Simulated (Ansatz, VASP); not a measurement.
**Two plane-wave programs on Ge**

```
CELL_PARAMETERS angstrom
5.62180 0.00000 0.00000
0.00000 5.62180 0.00000
0.00000 0.00000 5.62180
ATOMIC_POSITIONS crystal
Ge 0.00000 0.00000 0.00000
Ge 0.00000 0.50000 0.50000
Ge 0.50000 0.00000 0.50000
Ge 0.50000 0.50000 0.00000
Ge 0.25000 0.25000 0.25000
Ge 0.25000 0.75000 0.75000
Ge 0.75000 0.25000 0.75000
Ge 0.75000 0.75000 0.25000
```

Alike in both runs: task relaxation of cell and atoms; functional LDA; k mesh 4 × 4 × 4; occupations gaussian, width 0.05 eV; no spin polarisation.

|  | VASP | Ansatz |
| --- | --- | --- |
| version | VASP 6.6.1 | Ansatz 0.2.0 |
| potentials or method | VASP PAW LDA potentials, release 64 (Ge_d) | scalar-relativistic, plane waves, PAW |
| plane-wave cutoff (eV) | 600 | 420 |
| valence electrons in the cell | 112 | 112 |

VASP gave:

```
relaxed volume (Å³/atom)                                     : 22.27
relaxed cell length with the largest relative difference (Å) : 5.627
```

**Question.** Estimate Ansatz's values.

**Answer.** Relaxed volume (Å³/atom): 22.24; relaxed cell length with the largest relative difference (Å): 5.624.

LDA's correlation is that of Perdew and Zunger in VASP and of Perdew and Wang (1992) in Ansatz.
